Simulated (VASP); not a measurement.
C, 2 atoms in the cell. Symmetry: R-3m, No. 166, trigonal system. Conventional cell: a = 2.442 Å, b = 2.442 Å, c = 6.186 Å, α = 90.00°, β = 90.00°, γ = 120.00°. C (site symmetry 3m) has 4 C at 1.50 to 1.54 Å within 2.0 Å.  This cell differs from its parent crystal: epitaxial 111 strain -3.0%.

- Program: VASP 6.6.1
- Task: single point
- Functional: r2SCAN
- Potentials or basis: VASP PAW PBE potentials, release 64 (C)
- Cutoff: 520 eV
- k mesh: 12 × 12 × 12
- Occupations: gaussian, width 0.01 eV
- Spin: no spin polarisation
- Dipole correction: no
- Further INCAR settings: ALGO = Normal; EDIFF = 1e-06; NBANDS = 11

Potentials or basis: VASP PAW PBE potentials, release 64 (C).

Launch:

```bash
$ cat potpaw_PBE.64/C/POTCAR > POTCAR
$ cp INCAR.step1 INCAR
$ mpirun -np 1 vasp_std > vasp.out
$ cp INCAR.step2 INCAR
$ mpirun -np 1 vasp_std > vasp.out
```

Hardware: 1 thread of AMD EPYC 9R45 (Zen 5), on a shared host.

Question: How long does it take, and how much memory?

Answer: Run time: 82 s on 1 thread of AMD EPYC 9R45 (Zen 5), with other jobs on the host, peak memory 0.1 GiB. Counts: k points 189.
